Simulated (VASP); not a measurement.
A run of VASP 6.6.1 is set up as follows.

Contents of INCAR:

```
SYSTEM = Si3Ge13
PREC = Accurate
ENCUT = 520
EDIFF = 1E-6
ISMEAR = 0
SIGMA = 0.1
LREAL = Auto
LASPH = .True.
NELM = 80
ALGO = Normal
ISIF = 2
LWAVE = .False.
LCHARG = .True.
GGA = PS
LELF = .True.
LVHAR = .True.
NBANDS = 111
```

KPOINTS

```
Automatic mesh
0
Gamma
  4 3 3
  0 0 0
```

POSCAR

```
Si3Ge13
1.0
    0.0000000000      0.0000000000     -6.5375442900
   -3.9601299900     -6.8591463400      0.0000000000
   -3.9601299900      6.8591463400      0.0000000000
Si Ge
3 13
Direct
    0.9370987500      0.1666666600      0.8333333300
    0.9370987500      0.1666666600      0.3333333300
    0.0629012500      0.8333333400      0.1666666700
    0.9370987500      0.6666666600      0.8333333300
    0.9370987500      0.6666666600      0.3333333300
    0.4370987500      0.3333333400      0.1666666700
    0.4370987500      0.3333333400      0.6666666700
    0.4370987500      0.8333333400      0.1666666700
    0.4370987500      0.8333333400      0.6666666700
    0.5629012500      0.1666666600      0.8333333300
    0.5629012500      0.1666666600      0.3333333300
    0.5629012500      0.6666666600      0.8333333300
    0.5629012500      0.6666666600      0.3333333300
    0.0629012500      0.3333333400      0.1666666700
    0.0629012500      0.3333333400      0.6666666700
    0.0629012500      0.8333333400      0.6666666700
```

Potentials or basis: VASP PAW PBE potentials, release 64 (Si, Ge_d).

Launch:

```console
$ cat potpaw_PBE.64/Si/POTCAR potpaw_PBE.64/Ge_d/POTCAR > POTCAR
$ mpirun -np 1 vasp_std > vasp.out
```

(1) Predict the largest force.

(2) Predict the pressure.

Answers

(1) 0.480 eV/Å.

(2) 0.0 GPa.

Caveat: the PAW data sets were made with another functional, which shifts forces and pressure a little.
